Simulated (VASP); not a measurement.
# Rb (Fm-3m) in VASP: further runs

Runs on Rb. Level: PBE. Tasks: relaxation of cell and atoms.

Everything below comes from runs of VASP 6.6.1. Logs are shortened: lines on timing, memory, paths and dates and some standing lists are left out, and cuts for length are marked.

### 1 The cell of the first run

Symmetry: Fm-3m, No. 225, cubic system. The conventional cell has a = 5.358 Å, b = 5.358 Å, c = 5.358 Å, α = 90.00°, β = 90.00°, γ = 90.00°. Within 5.0 Å of Rb (site symmetry m-3m) lie 12 Rb at 3.79 Å.

### 2 Relaxation of cell and atoms, PBE, target pressure 10 GPa, at which the enthalpy is minimised

Input file INCAR:

```
SYSTEM = Rb
ALGO = Normal
EDIFF = 1E-7
EDIFFG = -0.005
ENCUT = 600
GGA = PE
IBRION = 2
ISIF = 3
ISMEAR = -1
LASPH = .TRUE.
LCHARG = .FALSE.
LREAL = .FALSE.
LWAVE = .FALSE.
NELM = 60
NSW = 32
PREC = Accurate
PSTRESS = 100.0
SIGMA = 0.08
```

Input file KPOINTS:

```
k-points
0
G
  12 12 12
  0 0 0
```

Input file POSCAR:

```
Rb
1.0
    0.0000000000      2.6789890589      2.6789890589
    2.6789890589      0.0000000000      2.6789890589
    2.6789890589      2.6789890589      0.0000000000
Rb
1
Direct
    0.0000000000      0.0000000000      0.0000000000
```

Potentials or basis: VASP PAW PBE potentials, release 64 (Rb_sv).

The run is started by

```
$ cat potpaw_PBE.64/Rb_sv/POTCAR > POTCAR
$ mpirun -np 1 vasp_std > vasp.out
```

OUTCAR:

```text
SYSTEM = Rb
   EDIFF = 1E-7
   EDIFFG = -0.005
   ENCUT = 600
   GGA = PE
   IBRION = 2
   ISIF = 3
   ISMEAR = -1
   LASPH = .TRUE.
   LREAL = .FALSE.
   NELM = 60
   NSW = 32
   PREC = Accurate
   PSTRESS = 100.0

 ion  position               nearest neighbor table
   1  0.000  0.000  0.000-

  LATTYP: Found a face centered cubic cell.
 ALAT       =     5.3579781178

  Lattice vectors:

 A1 = (   0.0000000000,   2.6789890589,   2.6789890589)
 A2 = (   2.6789890589,   0.0000000000,   2.6789890589)
 A3 = (   2.6789890589,   2.6789890589,   0.0000000000)

Analysis of symmetry for initial positions (statically):
=====================================================================
 Subroutine PRICEL returns:
 Original cell was already a primitive cell.

 Routine SETGRP: Setting up the symmetry group for a
 face centered cubic supercell.

 Subroutine GETGRP returns: Found 48 space group operations
 (whereof 48 operations were pure point group operations)
 out of a pool of 48 trial point group operations.

The static configuration has the point symmetry O_h .

Analysis of symmetry for dynamics (positions and initial velocities):
=====================================================================
 Subroutine PRICEL returns:
 Original cell was already a primitive cell.

 Routine SETGRP: Setting up the symmetry group for a
 face centered cubic supercell.

 Subroutine GETGRP returns: Found 48 space group operations
 (whereof 48 operations were pure point group operations)
 out of a pool of 48 trial point group operations.

The dynamic configuration has the point symmetry O_h .

 Subroutine INISYM returns: Found 48 space group operations
 (whereof 48 operations are pure point group operations),
 and found     1 'primitive' translations

----------------------------------------------------------------------------------------

                                     Primitive cell

  volume of cell :      38.4541

  direct lattice vectors                    reciprocal lattice vectors
     0.000000000  2.678989059  2.678989059    -0.186637567  0.186637567  0.186637567
     2.678989059  0.000000000  2.678989059     0.186637567 -0.186637567  0.186637567
     2.678989059  2.678989059  0.000000000     0.186637567  0.186637567 -0.186637567

  length of vectors
     3.788662661  3.788662661  3.788662661     0.323265749  0.323265749  0.323265749

  position of ions in fractional coordinates (direct lattice)
     0.000000000  0.000000000  0.000000000

  ion indices of the primitive-cell ions
   primitive index   ion index
                 1           1

----------------------------------------------------------------------------------------

 KPOINTS: k-points

Automatic generation of k-mesh.
 Grid dimensions read from file:
 generate k-points for:   12   12   12

 Generating k-lattice:

  Cartesian coordinates                     Fractional coordinates (reciprocal lattice)
    -0.015553131  0.015553131  0.015553131     0.083333333  0.000000000  0.000000000
     0.015553131 -0.015553131  0.015553131     0.000000000  0.083333333  0.000000000
     0.015553131  0.015553131 -0.015553131     0.000000000  0.000000000  0.083333333

  Length of vectors
     0.026938812  0.026938812  0.026938812

  Shift w.r.t. Gamma in fractional coordinates (k-lattice)
     0.000000000  0.000000000  0.000000000

 Subroutine IBZKPT returns following result:
 ===========================================

 Found     72 irreducible k-points:

 Following reciprocal coordinates:
            Coordinates               Weight
  0.000000  0.000000  0.000000      1.000000
  0.083333  0.000000  0.000000      8.000000
  0.166667  0.000000  0.000000      8.000000
  0.250000  0.000000  0.000000      8.000000
  0.333333  0.000000  0.000000      8.000000
  0.416667  0.000000  0.000000      8.000000
[... 16 lines left out ...]
  0.500000  0.166667  0.000000     24.000000
 -0.416667  0.166667  0.000000     24.000000
 [... further k-points ...]
   k-points           NKPTS =     72   k-points in BZ     NKDIM =     72   number of bands    NBANDS=      8
   number of dos      NEDOS =    301   number of ions     NIONS =      1
   total plane-waves  NPLWV =  27000
   dimension x,y,z NGX =    30 NGY =   30 NGZ =   30
   dimension x,y,z NGXF=    60 NGYF=   60 NGZF=   60
   ions per type =               1
   NGX,Y,Z   is equivalent  to a cutoff of  13.16, 13.16, 13.16 a.u.
   NGXF,Y,Z  is equivalent  to a cutoff of  26.33, 26.33, 26.33 a.u.
 SYSTEM =  Rb
   PREC   = accura    normal or accurate (medium, high low for compatibility)
   ISTART =      0    job   : 0-new  1-cont  2-samecut
   ICHARG =      2    charge: 1-file 2-atom 10-const
   ISPIN  =      1    spin polarized calculation?
   LNONCOLLINEAR =      F non collinear calculations
   LSORBIT =      F    spin-orbit coupling
   LASPH  =      T    aspherical Exc in radial PAW
   ENCUT  =  600.0 eV  44.10 Ry    6.64 a.u.   7.57  7.57  7.57*2*pi/ulx,y,z
   NELM   =     60;   NELMIN=  2; NELMDL= -5     # of ELM steps
   EDIFF  = 0.1E-06   stopping-criterion for ELM
   LREAL  =      F    real-space projection
   EDIFFG = -.5E-02   stopping-criterion for IOM
   NSW    =     32    number of steps for IOM
   IBRION =      2    ionic relax: 0-MD 1-quasi-New 2-CG
   NFREE  =      1    steps in history (QN), initial steepest desc. (CG)
   ISIF   =      3    stress and relaxation
   ISYM   =      2    0-nonsym 1-usesym 2-fastsym
   POTIM  = 0.5000    time-step for ionic-motion
   TEBEG  =    0.0;   TEEND  =   0.0 temperature during run
   PSTRESS=  100.0 pullay stress
   NELECT =       9.0000    total number of electrons
   NUPDOWN=      -1.0000    fix difference up-down
   EMIN   =  10.00;   EMAX   =-10.00  energy-range for DOS
   EFERMI =   0.00;   METHOD = LEGACY
   ISMEAR =    -1;   SIGMA  =   0.08  broadening in eV -4-tet -1-fermi 0-gaus
   EFERMI_NEDOS =   21; number of points for ismear=-14 and -15
   IALGO  =     38    algorithm
   IMIX   =      4    mixing-type and parameters
     AMIX     =   0.40;   BMIX     =  1.00
     AMIX_MAG =   1.60;   BMIX_MAG =  1.00
  volume/ion in A,a.u.               =      38.45       259.50
  Fermi-wavevector in a.u.,A,eV,Ry     =   1.008884  1.906515 13.848658  1.017848
  Thomas-Fermi vector in A             =   2.141779
   LORBIT       =      0    0 simple, 1 ext, 2 COOP (PROOUT), +10 PAW based schemes
   GGA     = PE    functional components
   LHFCALC =     F    Hartree Fock is set to
   AEXX    =    0.0000 exact exchange contribution
   IVDW    =     0    specifies the selected vdW correction
   LEPSILON=     F    determine dielectric tensor
   LRPA    =     F    only Hartree local field effects (RPA)
 conjugate gradient relaxation of ions
 non-spin polarized calculation
  energy-cutoff  :      600.00
  volume of cell :       38.45
 maximum number of plane-waves:      1304
   NGX = 15   NGY = 15   NGZ = 15

 number of electron       9.0000000 magnetization

 Free energy of the ion-electron system (eV)
  ---------------------------------------------------
  ext. energy  EPLUGINS =         0.00000000
  ---------------------------------------------------
  free energy    TOTEN  =        -0.03206125 eV

  energy without entropy =       -0.01101230  energy(sigma->0) =       -0.02153678

 E-fermi :   3.0639     XC(G=0):  -8.0776

 val. band max:        3.0139519898   @ k =   0.5000   0.3333   0.0000
 cond. band min:       3.0722872577   @ k =  -0.4167   0.4167   0.0833
 fundamental gap:      0.0583352680
 Fermi energy:         3.0639107309

 k-point     1 :       0.0000    0.0000    0.0000
  band No.  band energies     occupation
      1     -26.0823      2.00000
      2      -9.6021      2.00000
      3      -9.6021      2.00000
      4      -9.6021      2.00000
      5       0.0538      2.00000
      6       7.1342      0.00000
      7       7.1342      0.00000
      8       7.1342      0.00000

 k-point     2 :       0.0833    0.0000    0.0000
  band No.  band energies     occupation
      1     -26.0721      2.00000
      2      -9.7001      2.00000
      3      -9.6122      2.00000
      4      -9.6122      2.00000
      5       0.2525      2.00000
      6       6.8228      0.00000
      7       7.2221      0.00000
      8       7.2221      0.00000

 k-point     3 :       0.1667    0.0000    0.0000
  band No.  band energies     occupation
      1     -26.0440      2.00000
      2      -9.9548      2.00000
      3      -9.6396      2.00000
      4      -9.6396      2.00000
      5       0.7919      2.00000
      6       6.2030      0.00000
      7       7.3812      0.00000
      8       7.3812      0.00000

 k-point     4 :       0.2500    0.0000    0.0000
  band No.  band energies     occupation
      1     -26.0053      2.00000
      2     -10.2778      2.00000
      3      -9.6764      2.00000
      4      -9.6764      2.00000
      5       1.5196      2.00000
      6       5.6510      0.00000
      7       7.3240      0.00000
      8       7.3240      0.00000

 k-point     5 :       0.3333    0.0000    0.0000
  band No.  band energies     occupation
      1     -25.9660      2.00000
      2     -10.5774      2.00000
      3      -9.7126      2.00000
      4      -9.7126      2.00000
      5       2.2104      1.99995
      6       5.3470      0.00000
      7       7.0603      0.00000
      8       7.0603      0.00000

 k-point     6 :       0.4167    0.0000    0.0000
  band No.  band energies     occupation
      1     -25.9369      2.00000
      2     -10.7846      2.00000
      3      -9.7388      2.00000
      4      -9.7388      2.00000
      5       2.6402      1.99002
      6       5.3190      0.00000
      7       6.8329      0.00000
      8       6.8329      0.00000

 k-point     7 :       0.5000    0.0000    0.0000
  band No.  band energies     occupation
      1     -25.9261      2.00000
      2     -10.8582      2.00000
      3      -9.7483      2.00000
      4      -9.7483      2.00000
      5       2.7667      1.95244
      6       5.3657      0.00000
      7       6.7490      0.00000
      8       6.7490      0.00000
[... 133 lines left out ...]
 k-point    20 :       0.2500    0.1667    0.0000
  band No.  band energies     occupation
      1     -26.0022      2.00000
      2     -10.1525      2.00000
      3      -9.7609      2.00000
      4      -9.7550      2.00000
      5       1.5705      2.00000
      6       5.4462      0.00000
      7       6.9577      0.00000
      8       7.9040      0.00000

 k-point    21 :       0.3333    0.1667    0.0000
  band No.  band energies     occupation
      1     -25.9666      2.00000
      2     -10.4005      2.00000
      3      -9.8114      2.00000
      4      -9.8013      2.00000
      5       2.2496      1.99992
      6       5.1258      0.00000
      7       6.3437      0.00000
      8       7.8586      0.00000

 k-point    22 :       0.4167    0.1667    0.0000
  band No.  band energies     occupation
      1     -25.9342      2.00000
      2     -10.6098      2.00000
      3      -9.8817      2.00000
      4      -9.8227      2.00000
      5       2.8847      1.80753
      6       4.9013      0.00000
      7       6.0741      0.00000
      8       7.6261      0.00000

 k-point    23 :       0.5000    0.1667    0.0000
  band No.  band energies     occupation
      1     -25.9137      2.00000
      2     -10.7314      2.00000
      3      -9.9479      2.00000
      4      -9.8198      2.00000
      5       3.3103      0.08788
      6       4.7237      0.00000
      7       6.1485      0.00000
      8       7.4054      0.00000

 k-point    24 :      -0.4167    0.1667    0.0000
  band No.  band energies     occupation
      1     -25.9110      2.00000
      2     -10.7421      2.00000
      3      -9.9898      2.00000
      4      -9.7935      2.00000
      5       3.4313      0.02005
      6       4.7268      0.00000
      7       6.1458      0.00000
      8       7.3055      0.00000

 [... further k-points ...]

------------------------ aborting loop because EDIFF is reached ----------------------------------------

  FORCE on cell =-STRESS in cart. coord.  units (eV):
  Direction    XX          YY          ZZ          XY          YZ          ZX
  --------------------------------------------------------------------------------------
  -------------------------------------------------------------------------------------
  Total        2.4006343      2.4006343      2.4006343     -0.0000000      0.0000000     -0.0000000
  in kB      100.0215946    100.0215946    100.0215946     -0.0000000      0.0000000     -0.0000000
  external PRESSURE =       0.0215946 kB  Pullay stress =     100.0000000 kB

 VOLUME and BASIS-vectors are now :
 -----------------------------------------------------------------------------
  energy-cutoff  :      600.00
  volume of cell :       38.45
      direct lattice vectors                 reciprocal lattice vectors
     0.000000000  2.678989059  2.678989059    -0.186637567  0.186637567  0.186637567
     2.678989059  0.000000000  2.678989059     0.186637567 -0.186637567  0.186637567
     2.678989059  2.678989059  0.000000000     0.186637567  0.186637567 -0.186637567

 POSITION                                       TOTAL-FORCE (eV/Angst)
 -----------------------------------------------------------------------------------
      0.00000      0.00000      0.00000         0.000000      0.000000      0.000000
 -----------------------------------------------------------------------------------
    total drift:                               -0.000000     -0.000000     -0.000000

  FREE ENERGIE OF THE ION-ELECTRON SYSTEM (eV)
  ---------------------------------------------------
  free  energy   TOTEN  =        -0.0320612507 eV

  energy  without entropy=       -0.0110122993  energy(sigma->0) =       -0.02153678

  enthalpy is  TOTEN    =         2.3680547547 eV   P V=        2.4001160054

 reached required accuracy - stopping structural energy minimisation
```

It took 38 s on 1 thread of Intel Xeon Platinum 8259CL at 2.50GHz (Skylake/Cascade Lake), shared host; peak memory 0.17 GiB.

What came out:

| Property | Result |
| --- | --- |
| Free energy | -0.0321 eV |
| Pressure after relaxing | 10.0 GPa |

Final structure:
```xyz
1
Lattice="0.0000 2.6790 2.6790 2.6790 0.0000 2.6790 2.6790 2.6790 0.0000" Properties=species:S:1:pos:R:3 pbc="T T T"
Rb    0.0000    0.0000    0.0000
```

Levels at points of the mesh, in eV from the Fermi level:
```
           k point  band 2  band 3  band 4  band 5  band 6  band 7  band 8
(0.00, 0.00, 0.00)  -12.67  -12.67  -12.67   -3.01    4.07    4.07    4.07
(0.50, 0.00, 0.00)  -13.92  -12.81  -12.81   -0.30    2.30    3.69    3.69
(0.50, 0.50, 0.00)  -13.81  -13.09  -13.09   -0.52    0.87    4.00    8.58
```

Caveat: the relaxation stopped at its first step, so nothing moved; the cell is relaxed towards a set pressure, so the enthalpy falls and the energy may rise.

### 3 Relaxation of cell and atoms, PBE

This run uses another cell than the first one, of 91.23 Å³/atom, 2.372 times its volume.

Input file INCAR:

```
SYSTEM = Rb
ALGO = Normal ; EDIFF = 1E-7
EDIFFG = -0.005 ; ENCUT = 600
GGA = PE ; IBRION = 2
ISIF = 3 ; ISMEAR = -1
LASPH = .TRUE. ; LCHARG = .FALSE.
LREAL = .FALSE. ; LWAVE = .FALSE.
NELM = 100 ; NSW = 60
PREC = Accurate ; SIGMA = 0.08
```

Input file KPOINTS:

```
k-points
0
G
  10 10 10
  0 0 0
```

Input file POSCAR:

```
Rb
1.0
    0.0000000000      3.5730106134      3.5730106134
    3.5730106134      0.0000000000      3.5730106134
    3.5730106134      3.5730106134      0.0000000000
Rb
1
Direct
    0.0000000000      0.0000000000      0.0000000000
```

Potentials or basis: VASP PAW PBE potentials, release 64 (Rb_sv).

The run is started by

```
$ cat potpaw_PBE.64/Rb_sv/POTCAR > POTCAR
$ mpirun -np 1 vasp_std > vasp.out
```

It took 86 s on 1 thread of AMD EPYC 7R43 (Zen 3), shared host; peak memory 0.22 GiB.

Results (log left out):

* Free energy: -0.9464 eV
* Relaxed volume: 91.31 Å³/atom
* Relaxed cell: a = 5.054 Å, b = 5.054 Å, c = 5.054 Å, α = 60.00°, β = 60.00°, γ = 60.00°
* Space group after relaxing (to 0.05 Å): Fm-3m (No. 225)
* Energy gained by relaxing: 0.0 meV/atom
* Ionic steps: 2
* Pressure after relaxing: 0.0 GPa

Final structure:
```cif
data_structure
_symmetry_space_group_name_H-M 'P 1'
_symmetry_Int_Tables_number 1
_cell_length_a 5.0545
_cell_length_b 5.0545
_cell_length_c 5.0545
_cell_angle_alpha 60.000
_cell_angle_beta 60.000
_cell_angle_gamma 60.000
_cell_volume 91.31
loop_
_atom_site_label
_atom_site_type_symbol
_atom_site_fract_x
_atom_site_fract_y
_atom_site_fract_z
_atom_site_occupancy
Rb1 Rb 0.00000 0.00000 0.00000 1
```

Levels at points of the mesh, in eV from the Fermi level:
| k point | band 1 | band 2 | band 3 | band 4 | band 5 | band 6 | band 7 | band 8 |
| --- | --- | --- | --- | --- | --- | --- | --- | --- |
| (0.00, 0.00, 0.00) | -28.88 | -12.93 | -12.93 | -12.93 | -1.95 | 3.61 | 3.61 | 3.61 |
| (0.50, 0.00, 0.00) | -28.88 | -13.02 | -12.94 | -12.94 | 0.15 | 0.67 | 3.40 | 3.40 |
| (0.50, 0.50, 0.00) | -28.88 | -13.01 | -12.96 | -12.96 | 0.65 | 1.42 | 1.84 | 4.49 |
